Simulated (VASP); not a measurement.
Input of a VASP 6.6.1 run:

The input POSCAR:

```
In2Sb
1.0
    4.7374871530      0.0000000000      0.0000000000
    0.0000000000      4.7374871530      0.0000000000
    0.0000000000      0.0000000000      7.2284654932
In Sb
4 2
Direct
    0.0000000000      0.0000000000      0.0000000000
    0.5000000000      0.5000000000      0.0000000000
    0.0000000000      0.5000000000      0.2700000000
    0.5000000000      0.0000000000      0.7300000000
    0.0000000000      0.5000000000      0.7000000000
    0.5000000000      0.0000000000      0.3000000000
```

INCAR.step1

```
SYSTEM = In2Sb
PREC = Accurate
ENCUT = 520
ISMEAR = 0
SIGMA = 0.1
LREAL = .False.
LASPH = .True.
NELM = 60
NBANDS = 40
GGA = PE
ALGO = Normal
EDIFF = 1E-4
LWAVE = .True.
LCHARG = .False.
```

File INCAR.step2:

```
SYSTEM = In2Sb
PREC = Accurate
ENCUT = 520
EDIFF = 1E-6
ISMEAR = 0
SIGMA = 0.1
LREAL = .False.
LASPH = .True.
NELM = 60
ALGO = Normal
ISIF = 2
LWAVE = .False.
LCHARG = .True.
METAGGA = R2SCAN
LMIXTAU = .True.
LELF = .True.
LVHAR = .True.
NBANDS = 40
ISTART = 1
```

KPOINTS

```
Automatic mesh
0
Gamma
  4 4 4
  0 0 0
```

Potentials or basis: VASP PAW PBE potentials, release 64 (In_d, Sb).

The run is started by

```bash
$ cat potpaw_PBE.64/In_d/POTCAR potpaw_PBE.64/Sb/POTCAR > POTCAR
$ cp INCAR.step1 INCAR
$ mpirun -np 1 vasp_std > vasp.out
$ cp INCAR.step2 INCAR
$ mpirun -np 1 vasp_std > vasp.out
```

Problem. Estimate the largest force.

Solution. 1.311 eV/Å.

Problem. Predict the pressure.

Solution. 3.6 GPa.

Forces on the atoms (eV/Å):
```
In   0.000  0.000  0.000
In   0.000  0.000  0.000
In   0.000  0.000  1.311
In   0.000  0.000 -1.311
Sb   0.000  0.000 -0.763
Sb   0.000  0.000  0.763
```

Caveat: the cell stands under pressure; the PAW data sets were made with another functional, which shifts forces and pressure a little.
